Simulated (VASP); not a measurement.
Set up this calculation in VASP 6.6.1, as the native input.

| Property | Result |
| --- | --- |
| Task | single point |
| Functional | PBE |
| Potentials or basis | VASP PAW PBE potentials, release 64 (Sb) |
| Cutoff | 520 eV |
| k mesh | 14 × 14 × 4 |
| Occupations | fermi-dirac, width 0.1 eV |
| Spin | no spin polarisation |
| Dipole correction | no |
| Further INCAR settings | ALGO = Normal; EDIFF = 1e-06; NBANDS = 18 |

The structure of Sb lies in POSCAR:

```
Sb
1.0
    3.4299679553      0.0000000000      0.0000000000
   -1.7149839776      2.9704393834      0.0000000000
    0.0000000000      0.0000000000     11.6343719019
Sb
4
Direct
    1.0000000000      1.0000000000      1.0000000000
    1.0000000000      1.0000000000      0.5000000000
    0.3333333333      0.6666666667      0.2500000000
    0.6666666667      0.3333333333      0.7500000000
```

This isn't the form of Sb at room conditions, which is rhombohedral.

These files were run (other wordings do the same):

INCAR

```
SYSTEM = Sb
  PREC = Accurate
  ENCUT = 520
  EDIFF = 1E-6
  ISMEAR = -1
  SIGMA = 0.1
  LREAL = .FALSE.
  LASPH = .TRUE.
  NELM = 80
  ALGO = Normal
  ISIF = 2
  LWAVE = .FALSE.
  LCHARG = .FALSE.
  GGA = PE
  NBANDS = 18
```

KPOINTS

```
regular mesh
0
G
  14 14 4
  0 0 0
```

Potentials or basis: VASP PAW PBE potentials, release 64 (Sb).

Launch:

```bash
$ cat potpaw_PBE.64/Sb/POTCAR > POTCAR
$ mpirun -np 1 vasp_std > vasp.out
```

It gave:

| Item | Value |
| --- | --- |
| Pressure | -3.9 GPa |
| Band gap on the k mesh | zero (bands 10 and 11 overlap by 6.15 eV) |

Caveat: the cell stands under tension; spin-orbit coupling is left out, which moves the levels of the heavy elements.

Wall time 3.5 min on 1 thread of Intel Xeon 8259CL (shared host), peak memory 0.31 GiB.
